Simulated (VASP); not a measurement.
Set up this calculation in VASP 6.6.1, as the native input.

| Property | Result |
| --- | --- |
| Task | single point |
| Functional | PBEsol |
| Potentials or basis | VASP PAW PBE potentials, release 64 (Mg, Sn_d, Se) |
| Cutoff | 520 eV |
| k mesh | 6 × 6 × 2 |
| Occupations | fermi-dirac, width 0.05 eV |
| Spin | no spin polarisation |
| Dipole correction | no |
| Further INCAR settings | ALGO = Normal; EDIFF = 1e-07; NBANDS = 33 |

The structure of MgSn2Se3 lies in POSCAR:

```
MgSn2Se3
1.0
    4.1262844602      0.0354356703     -0.7095854546
   -2.0341349614      3.5903862882      0.7098032859
   -2.2619432116      1.3074710487     11.4908065519
Mg Sn Se
1 2 3
Direct
    0.2494135458      0.7591961298      0.6610570843
    0.1667914801     -0.1574403350      1.0344735193
    0.7199986947      0.2888724628      0.3660430025
   -0.0394703456      0.0484845752      0.2263179787
    0.5243842774      0.4842985018      0.5731181783
    0.4108058917      0.5986140040      0.9001637692
```

These files were run (other wordings do the same):

INCAR

```
  PREC = Accurate
  ENCUT = 520
  EDIFF = 1E-7
  ISMEAR = -1
  SIGMA = 0.05
  LREAL = F
  LASPH = T
  NELM = 80
  ALGO = Normal
  ISIF = 2
  LWAVE = F
  LCHARG = F
  GGA = PS
  NBANDS = 33
```

KPOINTS

```
Automatic mesh
0
Gamma
  6 6 2
```

Potentials or basis: VASP PAW PBE potentials, release 64 (Mg, Sn_d, Se).

Launch:

```sh
$ cat potpaw_PBE.64/Mg/POTCAR potpaw_PBE.64/Sn_d/POTCAR potpaw_PBE.64/Se/POTCAR > POTCAR
$ mpirun -np 1 vasp_std > vasp.out
```

Results of the run:

The pressure is 0.0 GPa and the largest force is 0.020 eV/Å. The band gap on the k mesh is 0.81 eV.

Caveat: the PAW data sets were made with another functional, which shifts forces and pressure a little; spin-orbit coupling is left out, which moves the levels of the heavy elements.

Wall time 4 min on 1 thread of Intel(R) Xeon(R) Platinum 8259CL CPU @ 2.50GHz (Skylake/Cascade Lake), with other jobs on the host, peak memory 0.4 GiB.
